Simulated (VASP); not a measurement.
Runs of VASP 6.6.1 on ZnSe. It takes space group F-43m (No. 216, cubic). Conventional cell: a = 5.668 Å, b = 5.668 Å, c = 5.668 Å, α = 90.00°, β = 90.00°, γ = 90.00°. Zn (site symmetry -43m) has 4 Se at 2.45 Å within 3.2 Å. Within 3.2 Å of Se (site symmetry -43m) lie 4 Zn at 2.45 Å. 

```csv
level,grid for exact exchange (PRECFOCK),share of exact exchange,screening parameter,gap on the mesh (eV),pressure (GPa)
HF,Normal,-,-,9.22,(a)
PBE,-,-,-,1.28,2.7
PBE-based global hybrid,Normal,0.15,-,2.38,1.8
r2SCANh,Normal,-,-,2.51,(c)
r2SCAN50,Normal,-,-,5.14,-0.6
PBE-based screened hybrid,Normal,0.35,0.20787 1/Å,2.91,(b)
```

Alike in all rows: task single point; potentials or basis VASP PAW PBE potentials, release 64 (Zn, Se); no spin polarisation; cell as given; k mesh 4 × 4 × 4; cutoff (eV) 520; smearing gaussian 0.05 eV.

Estimate the missing entries.

(a) 6.5; (b) 1.1; (c) 0.2.

Caveats: all runs use coarse meshes; the PAW data sets were made with another functional, which shifts forces and pressure a little (some runs).

A k mesh can miss the band edges, and the runs leave out spin-orbit coupling on Se.
